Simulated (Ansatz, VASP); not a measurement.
# One calculation of SiGe3, two programs

Contents of POSCAR:

```
SiGe3
1.0
    1.9433907539      1.1220171749      6.3351720181
   -1.9433907539      1.1220171749      6.3351720181
    0.0000000000     -2.2440343498      6.3351720182
Si Ge
1 3
Direct
    1.0000856422      0.0000856422      0.0000856422
    0.5000462098      0.5000462098      0.5000462098
    0.3734068851      0.3734068851      0.3734068851
    0.8764612630      0.8764612630      0.8764612630
```

The input INCAR.step1:

```
PREC     = Accurate       # precision mode
ENCUT    = 520            # plane-wave cutoff, eV
ISMEAR   = 0              # smearing method
SIGMA    = 0.01           # smearing width, eV
LREAL    = False          # projectors in reciprocal space
LASPH    = True           # aspherical terms in the spheres
NELM     = 80             # most SCF steps
NBANDS   = 31             # bands
GGA      = PE             # functional
ALGO     = Normal         # electronic algorithm
EDIFF    = 1E-4           # SCF threshold, eV
LWAVE    = True           # write WAVECAR
LCHARG   = False          # write CHGCAR
```

File INCAR.step2:

```
PREC     = Accurate       # precision mode
ENCUT    = 520            # plane-wave cutoff, eV
EDIFF    = 1E-7           # SCF threshold, eV
ISMEAR   = 0              # smearing method
SIGMA    = 0.01           # smearing width, eV
LREAL    = False          # projectors in reciprocal space
LASPH    = True           # aspherical terms in the spheres
NELM     = 80             # most SCF steps
ALGO     = Normal         # electronic algorithm
ISIF     = 2              # what is computed and relaxed
LWAVE    = False          # write WAVECAR
LCHARG   = False          # write CHGCAR
METAGGA  = R2SCAN         # meta-GGA
LMIXTAU  = True         
NBANDS   = 31             # bands
ISTART   = 1
```

File KPOINTS:

```
regular mesh
0
Gamma
  6 6 6
```

Input for Ansatz:

```yaml
crystal:
  lattice:
    - [1.9433907539, 1.1220171749, 6.3351720181]
    - [-1.9433907539, 1.1220171749, 6.3351720181]
    - [0.0, -2.2440343498, 6.3351720182]
  atoms:
    - { symbol: Si, position: [1.0000856422, 8.56422e-05, 8.56422e-05] }
    - { symbol: Ge, position: [0.5000462098, 0.5000462098, 0.5000462098] }
    - { symbol: Ge, position: [0.3734068851, 0.3734068851, 0.3734068851] }
    - { symbol: Ge, position: [0.876461263, 0.876461263, 0.876461263] }
kpoints:
  mp_grid: { grid: [6, 6, 6] }
hamiltonian:
  xc: r2scan
scf:
  occupations: { method: fixed }
  n_extra_bands: 5
output:
  forces: true
  stress: true
  eigenvalues: true
```

Alike in both runs: task single point; functional r2SCAN; k mesh 6 × 6 × 6; no spin polarisation.

|  | VASP | Ansatz |
| --- | --- | --- |
| version | VASP 6.6.1 | Ansatz 0.2.0 |
| potentials or method | VASP PAW PBE potentials, release 64 (Si, Ge_d) | plane waves, PAW |
| plane-wave cutoff (eV) | 520 | 500 |
| occupations | gaussian, width 0.01 eV | fixed |
| valence electrons in the cell | 46 | 46 |

VASP gave:

- gap on the k mesh at the Fermi level (eV): 0.69
- pressure (GPa): 5.6
- rms of the force components (eV/Å): 0.015

Q: Which values does Ansatz return?

A: gap on the k mesh at the Fermi level (eV): 0.70; pressure (GPa): 5.6; rms of the force components (eV/Å): 0.013.

VASP's potentials were made for PBE, not for r2SCAN. Atom by atom the forces differ by 0.005 eV/Å (rms over components).
